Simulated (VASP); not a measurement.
# KTaO3 (R-3m) in VASP: single point with LDA

Aim: the single point of KTaO3 with LDA.

Program: VASP 6.6.1. These are calculated values, not measurements. Logs are shortened: lines on timing, memory, paths and dates and some standing lists are left out, and cuts for length are marked.

### 1 The cell of the first run

The structure is trigonal, space group R-3m (No. 166). The conventional cell has a = 5.497 Å, b = 5.497 Å, c = 7.272 Å, α = 90.00°, β = 90.00°, γ = 120.00°. Within 3.7 Å of K (site symmetry -3m) lie 12 O at 2.75 to 2.90 Å and 8 Ta at 3.40 to 3.64 Å. Within 2.6 Å of Ta (site symmetry -3m) lie 6 O at 2.00 Å. O (site symmetry 2/m) has 2 Ta at 2.00 Å within 2.6 Å.

### 2 Single point, LDA

File INCAR:

```
ALGO = Normal
EDIFF = 1E-6
ENCUT = 700
GGA_COMPAT = F
ISIF = 2
ISMEAR = 0
LASPH = T
LCHARG = F
LREAL = F
LWAVE = F
NBANDS = 28
NELM = 120
PREC = Accurate
SIGMA = 0.05
```

File KPOINTS:

```
k-points
0
Gamma
  8 8 8
```

File POSCAR:

```
KTaO3
1.0
    3.9909476257      0.1036609773      0.1036609773
    0.1036609773      3.9909476257      0.1036609773
    0.1036609773      0.1036609773      3.9909476257
K Ta O
1 1 3
Direct
    0.5000000000      0.5000000000      0.5000000000
    0.0000000000      0.0000000000      0.0000000000
    0.5000000000      0.0000000000      0.0000000000
    0.0000000000      0.5000000000      0.0000000000
    0.0000000000      0.0000000000      0.5000000000
```

Potentials or basis: VASP PAW LDA potentials, release 64 (K_sv, Ta_sv_GW, O).

The run is started by

```console
$ cat potpaw_LDA.64/K_sv/POTCAR potpaw_LDA.64/Ta_sv_GW/POTCAR potpaw_LDA.64/O/POTCAR > POTCAR
$ mpirun -np 1 vasp_std > vasp.out
```

OUTCAR:

```text
EDIFF = 1E-6
   ENCUT = 700
   ISIF = 2
   ISMEAR = 0
   LASPH = T
   LREAL = F
   NELM = 120
   PREC = Accurate

 ion  position               nearest neighbor table
   1  0.500  0.500  0.500-   3 2.75   4 2.75   3 2.75   5 2.75   4 2.75   5 2.75   2 3.40   2 3.40
                             2 3.40   2 3.40   2 3.40   2 3.40
   2  0.000  0.000  0.000-   3 2.00   4 2.00   5 2.00   5 2.00   4 2.00   3 2.00   1 3.40   1 3.40
                             1 3.40   1 3.40   1 3.40   1 3.40
   3  0.500  0.000  0.000-   2 2.00   2 2.00   1 2.75   1 2.75
   4  0.000  0.500  0.000-   2 2.00   2 2.00   1 2.75   1 2.75
   5  0.000  0.000  0.500-   2 2.00   2 2.00   1 2.75   1 2.75

  LATTYP: Found a trigonal (rhomboedric) cell.
 ALAT       =     3.9936392110
 COS(alpha) =     0.0525517938

  Lattice vectors:

 A1 = (   3.9909476257,   0.1036609773,   0.1036609773)
 A2 = (   0.1036609773,   3.9909476257,   0.1036609773)
 A3 = (   0.1036609773,   0.1036609773,   3.9909476257)

Analysis of symmetry for initial positions (statically):
=====================================================================
 Subroutine PRICEL returns:
 Original cell was already a primitive cell.

 Routine SETGRP: Setting up the symmetry group for a
 trigonal (rhombohedral) supercell.

 Subroutine GETGRP returns: Found 12 space group operations
 (whereof 12 operations were pure point group operations)
 out of a pool of 12 trial point group operations.

The static configuration has the point symmetry D_3d.

Analysis of symmetry for dynamics (positions and initial velocities):
=====================================================================
 Subroutine PRICEL returns:
 Original cell was already a primitive cell.

 Routine SETGRP: Setting up the symmetry group for a
 trigonal (rhombohedral) supercell.

 Subroutine GETGRP returns: Found 12 space group operations
 (whereof 12 operations were pure point group operations)
 out of a pool of 12 trial point group operations.

The dynamic configuration has the point symmetry D_3d.

 Subroutine INISYM returns: Found 12 space group operations
 (whereof 12 operations are pure point group operations),
 and found     1 'primitive' translations

----------------------------------------------------------------------------------------

                                     Primitive cell

[... 96 lines left out ...]
   EDIFF  = 0.1E-05   stopping-criterion for ELM
   LREAL  =      F    real-space projection
   EDIFFG = 0.1E-04   stopping-criterion for IOM
   NSW    =      0    number of steps for IOM
   IBRION =     -1    ionic relax: 0-MD 1-quasi-New 2-CG
   NFREE  =      0    steps in history (QN), initial steepest desc. (CG)
   ISIF   =      2    stress and relaxation
   ISYM   =      2    0-nonsym 1-usesym 2-fastsym
   POTIM  = 0.5000    time-step for ionic-motion
   TEBEG  =    0.0;   TEEND  =   0.0 temperature during run
   PSTRESS=    0.0 pullay stress
   NELECT =      40.0000    total number of electrons
   NUPDOWN=      -1.0000    fix difference up-down
   EMIN   =  10.00;   EMAX   =-10.00  energy-range for DOS
   EFERMI =   0.00;   METHOD = LEGACY
   ISMEAR =     0;   SIGMA  =   0.05  broadening in eV -4-tet -1-fermi 0-gaus
   EFERMI_NEDOS =   21; number of points for ismear=-14 and -15
   IALGO  =     38    algorithm
   IMIX   =      4    mixing-type and parameters
     AMIX     =   0.40;   BMIX     =  1.00
     AMIX_MAG =   1.60;   BMIX_MAG =  1.00
  volume/ion in A,a.u.               =      12.69        85.62
  Fermi-wavevector in a.u.,A,eV,Ry     =   1.403806  2.652808 26.812600  1.970671
  Thomas-Fermi vector in A             =   2.526431
   LORBIT       =      0    0 simple, 1 ext, 2 COOP (PROOUT), +10 PAW based schemes
   GGA     = CA    functional components
   LHFCALC =     F    Hartree Fock is set to
   AEXX    =    0.0000 exact exchange contribution
   IVDW    =     0    specifies the selected vdW correction
   LEPSILON=     F    determine dielectric tensor
   LRPA    =     F    only Hartree local field effects (RPA)
 non-spin polarized calculation
 Gauss-broadening in eV      SIGMA  =   0.05
  energy-cutoff  :      700.00
  volume of cell :       63.44
 maximum number of plane-waves:      2693
 NGX is ok and might be reduce to    36
   NGX = 17   NGY = 17   NGZ = 17

 number of electron      40.0000003 magnetization

 Free energy of the ion-electron system (eV)
  ---------------------------------------------------
  ext. energy  EPLUGINS =         0.00000000
  ---------------------------------------------------
  free energy    TOTEN  =       -47.45500491 eV

  energy without entropy =      -47.45500491  energy(sigma->0) =      -47.45500491

 E-fermi :   3.2673     XC(G=0): -11.5610

 val. band max:        2.9380519372   @ k =   0.5000   0.5000   0.5000
 cond. band min:       4.8204765283   @ k =   0.0000   0.0000   0.0000
 fundamental gap:      1.8824245911
 Fermi energy:         3.2672591082

 k-point     1 :       0.0000    0.0000    0.0000
  band No.  band energies     occupation
      1     -64.2719      2.00000
      2     -30.9991      2.00000
      3     -30.9991      2.00000
      4     -30.9466      2.00000
      5     -23.9960      2.00000
      6     -14.3599      2.00000
[... 733 lines left out ...]
     27      12.1562      0.00000
     28      13.3227      0.00000

 [... further k-points ...]

------------------------ aborting loop because EDIFF is reached ----------------------------------------

  FORCE on cell =-STRESS in cart. coord.  units (eV):
  Direction    XX          YY          ZZ          XY          YZ          ZX
  --------------------------------------------------------------------------------------
  -------------------------------------------------------------------------------------
  Total       -2.0081672     -2.0081672     -2.0081672     -2.0265228     -2.0265228     -2.0265228
  in kB      -50.7162332    -50.7162332    -50.7162332    -51.1798032    -51.1798032    -51.1798032
  external PRESSURE =     -50.7162332 kB  Pullay stress =       0.0000000 kB

 VOLUME and BASIS-vectors are now :
 -----------------------------------------------------------------------------
  energy-cutoff  :      700.00
  volume of cell :       63.44
      direct lattice vectors                 reciprocal lattice vectors
     3.990947626  0.103660977  0.103660977     0.250897022 -0.006351823 -0.006351823
     0.103660977  3.990947626  0.103660977    -0.006351823  0.250897022 -0.006351823
     0.103660977  0.103660977  3.990947626    -0.006351823 -0.006351823  0.250897022

 POSITION                                       TOTAL-FORCE (eV/Angst)
 -----------------------------------------------------------------------------------
      2.09913      2.09913      2.09913        -0.000000     -0.000000     -0.000000
      0.00000      0.00000      0.00000         0.000000      0.000000     -0.000000
      1.99547      0.05183      0.05183         0.000000      0.000000      0.000000
      0.05183      1.99547      0.05183        -0.000000      0.000000     -0.000000
      0.05183      0.05183      1.99547         0.000000     -0.000000     -0.000000
 -----------------------------------------------------------------------------------
    total drift:                                0.000000      0.000000     -0.000000

  FREE ENERGIE OF THE ION-ELECTRON SYSTEM (eV)
  ---------------------------------------------------
  free  energy   TOTEN  =       -47.4550049059 eV

  energy  without entropy=      -47.4550049059  energy(sigma->0) =      -47.45500491
```

OSZICAR:

```text
N       E                     dE             d eps       ncg     rms          rms(c)
DAV:   1     0.399591829277E+03    0.39959E+03   -0.26526E+04  3640   0.180E+03
DAV:   2    -0.305499197282E+02   -0.43014E+03   -0.41136E+03  4484   0.427E+02
DAV:   3    -0.567403357926E+02   -0.26190E+02   -0.26055E+02  4852   0.110E+02
[... 12 lines left out ...]
DAV:  16    -0.474552558578E+02    0.90791E-03   -0.19214E-03  5736   0.238E-01    0.469E+00
DAV:  17    -0.474550491329E+02    0.20672E-03   -0.31711E-04  4864   0.110E-01    0.684E-01
DAV:  18    -0.474550066196E+02    0.42513E-04   -0.97957E-05  4876   0.523E-02    0.144E-01
DAV:  19    -0.474550050538E+02    0.15658E-05   -0.11085E-05  4796   0.188E-02    0.185E-02
DAV:  20    -0.474550049059E+02    0.14794E-06   -0.30026E-07  2512   0.357E-03
   1 F= -.47455005E+02 E0= -.47455005E+02  d E =-.166114E-22
```

It took 2.9 min on 1 thread of Intel Xeon Platinum 8259CL at 2.50GHz (Skylake/Cascade Lake), shared host; peak memory 0.31 GiB.

What came out:

- Free energy: -47.4550 eV
- Pressure: -5.1 GPa
- Band gap on the k mesh: 1.88 eV (least direct gap 2.39 eV)

Stress tensor (GPa, compression positive):
```
-5.07 -5.12 -5.12
-5.12 -5.07 -5.12
-5.12 -5.12 -5.07
```

Caveat: the cell stands under tension; spin-orbit coupling is left out, which moves the levels of the heavy elements. A k mesh can miss the band edges.
